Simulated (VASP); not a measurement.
Set up this calculation in VASP 6.6.1, as the native input.

| Property | Result |
| --- | --- |
| Task | single point |
| Functional | r2SCAN |
| Potentials or basis | VASP PAW PBE potentials, release 64 (Al, Cu) |
| Cutoff | 520 eV |
| k mesh | 14 × 14 × 18 |
| Occupations | gaussian, width 0.15 eV |
| Spin | no spin polarisation |
| Dipole correction | no |
| Further INCAR settings | ALGO = Normal; EDIFF = 1e-06; NBANDS = 16 |

Crystal: Al2Cu.

```
CELL_PARAMETERS angstrom
4.14404 0.00000 0.00000
0.00000 4.14404 0.00000
0.00000 0.00000 2.77477
ATOMIC_POSITIONS crystal
Al 0.50000 0.00000 0.50000
Al 0.00000 0.50000 0.50000
Cu 0.00000 0.00000 0.00000
```

This cell differs from its parent crystal: ratio of the length along z to the lengths across it x 0.96, volume and fractional coordinates fixed.

One way to write it, as run:

POSCAR

```
Al2Cu
1.0
    4.1440356265      0.0000000000      0.0000000000
    0.0000000000      4.1440356265      0.0000000000
    0.0000000000      0.0000000000      2.7747739173
Al Cu
2 1
Direct
    0.5000000000      0.0000000000      0.5000000000
    0.0000000000      0.5000000000      0.5000000000
    0.0000000000      0.0000000000      0.0000000000
```

INCAR.step1

```
SYSTEM = Al2Cu
PREC = Accurate
ENCUT = 520
ISMEAR = 0
SIGMA = 0.15
LREAL = .False.
LASPH = .True.
NELM = 60
NBANDS = 16
GGA = PE
ALGO = Normal
EDIFF = 1E-4
LWAVE = .True.
LCHARG = .False.
```

INCAR.step2

```
SYSTEM = Al2Cu
PREC = Accurate
ENCUT = 520
EDIFF = 1E-6
ISMEAR = 0
SIGMA = 0.15
LREAL = .False.
LASPH = .True.
NELM = 60
ALGO = Normal
ISIF = 2
LWAVE = .False.
LCHARG = .False.
METAGGA = R2SCAN
LMIXTAU = .True.
NBANDS = 16
ISTART = 1
```

KPOINTS

```
regular mesh
0
Gamma
  14 14 18
  0 0 0
```

Potentials or basis: VASP PAW PBE potentials, release 64 (Al, Cu).

Command:

```console
$ cat potpaw_PBE.64/Al/POTCAR potpaw_PBE.64/Cu/POTCAR > POTCAR
$ cp INCAR.step1 INCAR
$ mpirun -np 1 vasp_std > vasp.out
$ cp INCAR.step2 INCAR
$ mpirun -np 1 vasp_std > vasp.out
```

It gave:

The pressure is 0.1 GPa and the band gap on the k mesh is zero (an odd number of electrons rules out a gap without spin polarisation).

Caveat: the PAW data sets were made with another functional, which shifts forces and pressure a little.

It took 6.1 min on 1 thread of Intel(R) Xeon(R) Platinum 8488C (Sapphire Rapids) (shared host), peak memory 0.38 GiB.
